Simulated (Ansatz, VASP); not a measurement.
Two plane-wave programs on Cs3Al

```
CELL_PARAMETERS angstrom
5.28931 0.00000 0.00000
0.00000 5.28931 0.00000
0.00000 0.00000 5.28931
ATOMIC_POSITIONS crystal
Cs 0.00000 0.50000 0.50000
Cs 0.50000 0.00000 0.50000
Cs 0.50000 0.50000 0.00000
Al 0.00000 0.00000 0.00000
```

Alike in both runs: task relaxation of cell and atoms; functional PBE; k mesh 4 × 4 × 4; occupations gaussian, width 0.1 eV; no spin polarisation.

|  | VASP | Ansatz |
| --- | --- | --- |
| version | VASP 6.6.1 | Ansatz 0.2.0 |
| potentials or method | VASP PAW PBE potentials, release 64 (Cs_sv, Al), cutoff 600 eV | scalar-relativistic, plane waves, PAW |
| valence electrons in the cell | 30 | 30 |

|  | VASP | Ansatz | Ansatz less VASP |
| --- | --- | --- | --- |
| gap on the k mesh at the Fermi level, each at its own relaxed structure (eV) | none | none | - |
| relaxed volume (Å³/atom) | 66.51 | 61.47 | -5.038 |
| relaxed length of the cell vector where the two differ most in proportion (Å) | 6.431 | 6.265 | -0.1667 |

A gap of «none» marks a metal or a gap that the smearing closes. One of these differences is far larger than is usual between the two programs; its cause wasn't traced.

Spin-orbit coupling is off throughout. Noted on VASP's run: the volume moved by over 15 % at a fixed basis, so the end points are rough.
